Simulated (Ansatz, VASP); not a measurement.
# SiC in VASP and in Ansatz

File POSCAR:

```
SiC
1.0
   -1.5387796673     -2.6652445653      0.0000000000
    1.5387796672     -2.6652445654      0.0000000000
    0.0000000000      0.0000000000     14.5767691650
Si C
4 4
Direct
    0.3333333333      0.3333333333      0.0650072298
    0.6666666667      0.6666666667      0.4106520380
    0.0000000000      0.0000000000      0.5835128520
    0.0000000000      0.0000000000      0.2378680437
    0.3333333333      0.3333333333      0.6263111606
    0.6666666667      0.6666666667      0.2806663523
    1.0000000000      0.0000000000      0.4539451391
    1.0000000000      0.0000000000      0.1083003309
```

The input INCAR.step1:

```
SYSTEM = SiC
PREC = Accurate
ENCUT = 520
ISMEAR = 0
SIGMA = 0.05
LREAL = .False.
LASPH = .True.
NELM = 80
NBANDS = 26
GGA = PE
ALGO = Normal
EDIFF = 1E-4
LWAVE = .True.
LCHARG = .False.
```

The input INCAR.step2:

```
SYSTEM = SiC
PREC = Accurate
ENCUT = 520
EDIFF = 1E-6
ISMEAR = 0
SIGMA = 0.05
LREAL = .False.
LASPH = .True.
NELM = 80
ALGO = Normal
ISIF = 2
LWAVE = .False.
LCHARG = .False.
METAGGA = R2SCAN
LMIXTAU = .True.
NBANDS = 26
ISTART = 1
```

File KPOINTS:

```
Automatic mesh
0
Gamma
  8 8 3
  0 0 0
```

Input for Ansatz:

```yaml
crystal:
  lattice:
    - [-1.5387796673, -2.6652445653, 0.0]
    - [1.5387796672, -2.6652445654, 0.0]
    - [0.0, 0.0, 14.576769165]
  atoms:
    - { symbol: Si, position: [0.3333333333, 0.3333333333, 0.0650072298] }
    - { symbol: Si, position: [0.6666666667, 0.6666666667, 0.410652038] }
    - { symbol: Si, position: [0.0, 0.0, 0.583512852] }
    - { symbol: Si, position: [0.0, 0.0, 0.2378680437] }
    - { symbol: C, position: [0.3333333333, 0.3333333333, 0.6263111606] }
    - { symbol: C, position: [0.6666666667, 0.6666666667, 0.2806663523] }
    - { symbol: C, position: [1.0, 0.0, 0.4539451391] }
    - { symbol: C, position: [1.0, 0.0, 0.1083003309] }
basis:
  ecutwfc: 500
kpoints:
  mp_grid: { grid: [8, 8, 3] }
hamiltonian:
  xc: r2scan
scf:
  occupations: { method: gaussian, width: 0.05 }
output:
  forces: true
  stress: true
  eigenvalues: true
```

Alike in both runs: task single point; functional r2SCAN; k mesh 8 × 8 × 3; occupations gaussian, width 0.05 eV; no spin polarisation.

|  | VASP | Ansatz |
| --- | --- | --- |
| version | VASP 6.6.1 | Ansatz 0.2.0 |
| potentials or method | VASP PAW PBE potentials, release 64 (Si, C), cutoff 520 eV | scalar-relativistic, plane waves, PAW |
| valence electrons in the cell | 32 | 32 |

```csv
,VASP,Ansatz,Ansatz less VASP
gap on the k mesh at the Fermi level (eV),none,none,-
pressure (GPa),-0.3,-0.2,+0.09
"traceless stress, the component that is largest in VASP (GPa)",-0.71,-0.64,+0.067
rms of the force components (eV/Å),0.911,0.911,-0.0001
```

VASP's potentials were made for PBE, not for r2SCAN. Atom by atom the forces differ by 0.006 eV/Å (rms over components). A gap of «none» marks a metal or a gap that the smearing closes.
